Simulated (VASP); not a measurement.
# NaF (I4/mmm) in VASP: notebook

NaF is run at these levels: PBE; tasks: single point.

Program: VASP 6.6.1. These are calculated values, not measurements. Logs are shortened: lines on timing, memory, paths and dates and some standing lists are left out, and cuts for length are marked.

## 1. The cell of the first run

The structure is tetragonal, space group I4/mmm (No. 139). Conventional cell: a = 3.688 Å, b = 3.688 Å, c = 3.688 Å, α = 90.00°, β = 90.00°, γ = 90.00°. Na (site symmetry 4/mmm) has 2 F at 1.84 Å within 2.4 Å. F (site symmetry 4/mmm) has 2 Na at 1.84 Å within 2.4 Å.

## 2. Single point, PBE

INCAR

```
SYSTEM = NaF
PREC = Accurate ; ENCUT = 520
EDIFF = 1E-6 ; ISMEAR = 0
SIGMA = 0.05 ; LREAL = .False.
LASPH = .True. ; NELM = 80
ALGO = Normal ; ISIF = 2
LWAVE = .False. ; LCHARG = .False.
GGA = PE ; NBANDS = 14
```

KPOINTS

```
Automatic mesh
0
Gamma
  10 10 10
  0 0 0
```

POSCAR

```
NaF
1.0
    0.0000000000      2.6079473600      1.8438187835
    2.6079473600      0.0000000000      1.8438187835
    2.6079473600      2.6079473600      0.0000000000
Na F
1 1
Direct
    0.0000000000      0.0000000000      0.0000000000
    0.5000000000      0.5000000000      0.5000000000
```

Potentials or basis: VASP PAW PBE potentials, release 64 (Na_pv, F).

On the command line:

```bash
$ cat potpaw_PBE.64/Na_pv/POTCAR potpaw_PBE.64/F/POTCAR > POTCAR
$ mpirun -np 1 vasp_std > vasp.out
```

OUTCAR:

```text
SYSTEM = NaF
   PREC = Accurate
   ENCUT = 520
   EDIFF = 1E-6
   ISMEAR = 0
   LREAL = .False.
   LASPH = .True.
   NELM = 80
   ISIF = 2
   GGA = PE

 ion  position               nearest neighbor table
   1  0.000  0.000  0.000-   2 1.84   2 1.84
   2  0.500  0.500  0.500-   1 1.84   1 1.84

  LATTYP: Found a body centered tetragonal cell.
 ALAT       =     3.6881945265
 C/A-ratio  =     0.9998489886

  Lattice vectors:

 A1 = (   0.0000000000,  -2.6079473600,  -1.8438187835)
 A2 = (   0.0000000000,   2.6079473600,  -1.8438187835)
 A3 = (   2.6079473600,   0.0000000000,   1.8438187835)

Analysis of symmetry for initial positions (statically):
=====================================================================
 Subroutine PRICEL returns:
 Original cell was already a primitive cell.

 Routine SETGRP: Setting up the symmetry group for a
 body centered tetragonal supercell.

 Subroutine GETGRP returns: Found 16 space group operations
 (whereof 16 operations were pure point group operations)
 out of a pool of 16 trial point group operations.

The static configuration has the point symmetry D_4h.

Analysis of symmetry for dynamics (positions and initial velocities):
=====================================================================
 Subroutine PRICEL returns:
 Original cell was already a primitive cell.

 Routine SETGRP: Setting up the symmetry group for a
 body centered tetragonal supercell.

 Subroutine GETGRP returns: Found 16 space group operations
 (whereof 16 operations were pure point group operations)
 out of a pool of 16 trial point group operations.

The dynamic configuration has the point symmetry D_4h.

 Subroutine INISYM returns: Found 16 space group operations
 (whereof 16 operations are pure point group operations),
 and found     1 'primitive' translations

----------------------------------------------------------------------------------------

                                     Primitive cell

  volume of cell :      25.0811

  direct lattice vectors                    reciprocal lattice vectors
     0.000000000  2.607947360  1.843818783    -0.191721661  0.191721661  0.271176324
     2.607947360  0.000000000  1.843818783     0.191721661 -0.191721661  0.271176324
     2.607947360  2.607947360  0.000000000     0.191721661  0.191721661 -0.271176324

  length of vectors
     3.193909382  3.193909382  3.688194526     0.383472280  0.383472280  0.383472280

  position of ions in fractional coordinates (direct lattice)
     0.000000000  0.000000000  0.000000000
     0.500000000  0.500000000  0.500000000

[... 87 lines left out ...]
   NELECT =      14.0000    total number of electrons
   NUPDOWN=      -1.0000    fix difference up-down
   EMIN   =  10.00;   EMAX   =-10.00  energy-range for DOS
   EFERMI =   0.00;   METHOD = LEGACY
   ISMEAR =     0;   SIGMA  =   0.05  broadening in eV -4-tet -1-fermi 0-gaus
   EFERMI_NEDOS =   21; number of points for ismear=-14 and -15
   IALGO  =     38    algorithm
   IMIX   =      4    mixing-type and parameters
     AMIX     =   0.40;   BMIX     =  1.00
     AMIX_MAG =   1.60;   BMIX_MAG =  1.00
  volume/ion in A,a.u.               =      12.54        84.63
  Fermi-wavevector in a.u.,A,eV,Ry     =   1.347935  2.547227 24.720809  1.816928
  Thomas-Fermi vector in A             =   2.475645
   LORBIT       =      0    0 simple, 1 ext, 2 COOP (PROOUT), +10 PAW based schemes
   GGA     = PE    functional components
   LHFCALC =     F    Hartree Fock is set to
   AEXX    =    0.0000 exact exchange contribution
   IVDW    =     0    specifies the selected vdW correction
   LEPSILON=     F    determine dielectric tensor
   LRPA    =     F    only Hartree local field effects (RPA)
 non-spin polarized calculation
 Gauss-broadening in eV      SIGMA  =   0.05
  energy-cutoff  :      520.00
  volume of cell :       25.08
 maximum number of plane-waves:       687
   NGX = 11   NGY = 11   NGZ = 13

 number of electron      14.0000009 magnetization

 Free energy of the ion-electron system (eV)
  ---------------------------------------------------
  ext. energy  EPLUGINS =         0.00000000
  ---------------------------------------------------
  free energy    TOTEN  =        -7.56587129 eV

  energy without entropy =       -7.56587129  energy(sigma->0) =       -7.56587129

 E-fermi :  -1.6462     XC(G=0):  -8.9501

 val. band max:       -1.8764451355   @ k =   0.0000   0.0000   0.0000
 cond. band min:       3.8631885349   @ k =   0.0000   0.0000   0.0000
 fundamental gap:      5.7396336704
 Fermi energy:        -1.6462066270

 k-point     1 :       0.0000    0.0000    0.0000
  band No.  band energies     occupation
      1     -21.4205      2.00000
      2     -20.7592      2.00000
      3     -20.6869      2.00000
      4     -20.6869      2.00000
      5      -2.1809      2.00000
      6      -2.1809      2.00000
      7      -1.8764      2.00000
      8       3.8632      0.00000
      9      17.2947      0.00000
     10      17.2947      0.00000
     11      17.3172      0.00000
     12      19.5042      0.00000
     13      21.0340      0.00000
     14      22.5201      0.00000
[... 377 lines left out ...]
      1     -22.3632      2.00000
      2     -20.7674      2.00000
      3     -20.7671      2.00000
      4     -19.4224      2.00000
      5      -3.0833      2.00000
      6      -2.8035      2.00000
      7      -2.7520      2.00000
      8       9.4490      0.00000
      9      10.1618      0.00000
     10      15.2061      0.00000
     11      15.2518      0.00000
     12      19.7973      0.00000
     13      22.2221      0.00000
     14      26.2317      0.00000

 [... further k-points ...]

------------------------ aborting loop because EDIFF is reached ----------------------------------------

  FORCE on cell =-STRESS in cart. coord.  units (eV):
  Direction    XX          YY          ZZ          XY          YZ          ZX
  --------------------------------------------------------------------------------------
  -------------------------------------------------------------------------------------
  Total       -0.3146394     -0.3146394     11.5735598      0.0000000     -0.0000000      0.0000000
  in kB      -20.0991580    -20.0991580    739.3186636      0.0000000     -0.0000000      0.0000000
  external PRESSURE =     233.0401159 kB  Pullay stress =       0.0000000 kB

 VOLUME and BASIS-vectors are now :
 -----------------------------------------------------------------------------
  energy-cutoff  :      520.00
  volume of cell :       25.08
      direct lattice vectors                 reciprocal lattice vectors
     0.000000000  2.607947360  1.843818783    -0.191721661  0.191721661  0.271176324
     2.607947360  0.000000000  1.843818783     0.191721661 -0.191721661  0.271176324
     2.607947360  2.607947360  0.000000000     0.191721661  0.191721661 -0.271176324

 POSITION                                       TOTAL-FORCE (eV/Angst)
 -----------------------------------------------------------------------------------
      0.00000      0.00000      0.00000        -0.000000      0.000000      0.000000
      2.60795      2.60795      1.84382         0.000000     -0.000000     -0.000000
 -----------------------------------------------------------------------------------
    total drift:                                0.000000     -0.000000      0.000000

  FREE ENERGIE OF THE ION-ELECTRON SYSTEM (eV)
  ---------------------------------------------------
  free  energy   TOTEN  =        -7.5658712901 eV

  energy  without entropy=       -7.5658712901  energy(sigma->0) =       -7.56587129
```

stdout:

```text
POSCAR found type information on POSCAR NaF
 POSCAR found :  2 types and       2 ions
 scaLAPACK will be used
 LDA part: xc-table for (Slater+PW92), standard interpolation
 POSCAR, INCAR and KPOINTS ok, starting setup
 FFT: planning ... GRIDC
 FFT: planning ... GRID_SOFT
 FFT: planning ... GRID
 WAVECAR not read
 entering main loop
```

Run time: 70 s. Hardware: 1 thread of AMD EPYC 7R13, shared host; peak memory 0.13 GiB.

Results:

- Free energy: -7.5659 eV
- Pressure: 23.3 GPa
- Band gap on the k mesh: 5.74 eV

Stress tensor (GPa, compression positive):
```
-2.01  0.00  0.00
 0.00 -2.01  0.00
 0.00  0.00 73.93
```

Levels at points of the mesh, in eV from the valence-band top:
```tsv
k point	band 5	band 6	band 7	band 8	band 9	band 10
(0.00, 0.00, 0.00)	-0.30	-0.30	0.00	5.74	19.17	19.17
(0.50, 0.00, 0.00)	-1.80	-0.74	-0.57	10.46	11.95	17.31
(0.50, 0.50, 0.00)	-1.05	-1.05	-0.66	11.08	15.42	16.37
(0.50, 0.00, 0.50)	-1.70	-0.35	-0.27	11.34	12.50	15.29
```

Caveat: the cell stands under pressure. A k mesh can miss the band edges.

## 3. Single point, PBE

This run uses another cell than the first one, of the same volume but with other edges.

INCAR

```
PREC = Accurate
ENCUT = 520
EDIFF = 1E-7
ISMEAR = 0
SIGMA = 0.05
LREAL = False
LASPH = True
NELM = 100
ALGO = Normal
ISIF = 2
LWAVE = False
LCHARG = False
GGA = PE
NBANDS = 14
```

KPOINTS

```
regular mesh
0
Gamma
  10 10 10
```

POSCAR

```
NaF
1.0
    0.0000000000      2.0699291914      2.9268798766
    2.0699291914      0.0000000000      2.9268798766
    2.0699291914      2.0699291914      0.0000000000
Na F
1 1
Direct
    0.0000000000      0.0000000000      0.0000000000
    0.5000000000      0.5000000000      0.5000000000
```

Potentials or basis: VASP PAW PBE potentials, release 64 (Na_pv, F).

On the command line:

```bash
$ cat potpaw_PBE.64/Na_pv/POTCAR potpaw_PBE.64/F/POTCAR > POTCAR
$ mpirun -np 1 vasp_std > vasp.out
```

Run time: 74 s. Hardware: 1 thread of AMD EPYC 7R13, shared host; peak memory 0.13 GiB.

It converged, with:

- Free energy: -8.1087 eV
- Pressure: 14.6 GPa
- Band gap on the k mesh: 6.00 eV

Stress tensor (GPa, compression positive):
```
23.33  0.00  0.00
 0.00 23.33  0.00
 0.00  0.00 -2.92
```

Levels at points of the mesh, in eV from the valence-band top:
```
           k point  band 4  band 5  band 6  band 7  band 8  band 9  band 10  band 11
(0.00, 0.00, 0.00)  -18.62   -0.30    0.00    0.00    6.00   18.19    20.61    20.76
(0.50, 0.00, 0.00)  -17.54   -1.75   -0.58   -0.23   10.60   12.09    18.37    20.90
(0.50, 0.50, 0.00)  -18.64   -1.53   -0.11   -0.11   10.30   13.33    15.71    22.74
(0.50, 0.00, 0.50)  -18.77   -1.16   -0.85   -0.36   13.05   14.15    14.65    17.45
```

Caveat: the cell stands under pressure. A k mesh can miss the band edges.

## 4. Single point, PBE

This run uses another cell than the first one, of the same volume but with other edges.

INCAR

```
PREC     = Accurate       # precision mode
ENCUT    = 520            # plane-wave cutoff, eV
EDIFF    = 1E-6           # SCF threshold, eV
ISMEAR   = 0              # smearing method
SIGMA    = 0.05           # smearing width, eV
LREAL    = F              # projectors in reciprocal space
LASPH    = T              # aspherical terms in the spheres
NELM     = 80             # most SCF steps
ALGO     = Normal         # electronic algorithm
ISIF     = 2              # what is computed and relaxed
LWAVE    = F              # write WAVECAR
LCHARG   = F              # write CHGCAR
GGA      = PE             # functional
NBANDS   = 14             # bands
```

KPOINTS is that of step 3.

POSCAR

```
NaF
1.0
    0.0000000000      2.4526315871      2.0847368491
    2.4526315871      0.0000000000      2.0847368491
    2.4526315871      2.4526315871      0.0000000000
Na F
1 1
Direct
    0.0000000000      0.0000000000      0.0000000000
    0.5000000000      0.5000000000      0.5000000000
```

On the command line:

```bash
$ cat potpaw_PBE.64/Na_pv/POTCAR potpaw_PBE.64/F/POTCAR > POTCAR
$ mpirun -np 1 vasp_std > vasp.out
```

It took 48 s on 1 thread of AMD EPYC 7R13, shared host; peak memory 0.13 GiB.

Results (log left out):

- Free energy: -8.4132 eV
- Pressure: 5.5 GPa
- Band gap on the k mesh: 6.20 eV

Stress tensor (GPa, compression positive):
```
-1.35  0.00  0.00
 0.00 -1.35  0.00
 0.00  0.00 19.09
```

Levels at points of the mesh, in eV from the valence-band top:
| k point | band 3 | band 4 | band 5 | band 6 | band 7 | band 8 | band 9 | band 10 | band 11 | band 12 |
| --- | --- | --- | --- | --- | --- | --- | --- | --- | --- | --- |
| (0.00, 0.00, 0.00) | -18.89 | -18.86 | -0.01 | -0.01 | 0.00 | 6.20 | 18.82 | 18.82 | 19.90 | 21.70 |
| (0.50, 0.00, 0.00) | -18.90 | -17.92 | -1.58 | -0.33 | -0.24 | 10.71 | 12.34 | 18.67 | 21.81 | 21.83 |
| (0.50, 0.50, 0.00) | -18.97 | -18.91 | -1.01 | -0.59 | -0.59 | 12.29 | 14.20 | 14.64 | 18.43 | 18.43 |
| (0.50, 0.00, 0.50) | -18.92 | -18.91 | -1.35 | -0.37 | -0.22 | 12.37 | 13.28 | 14.04 | 19.75 | 21.22 |

Caveat: the cell stands under pressure. A k mesh can miss the band edges.

(Continued in part 2 of 2.)
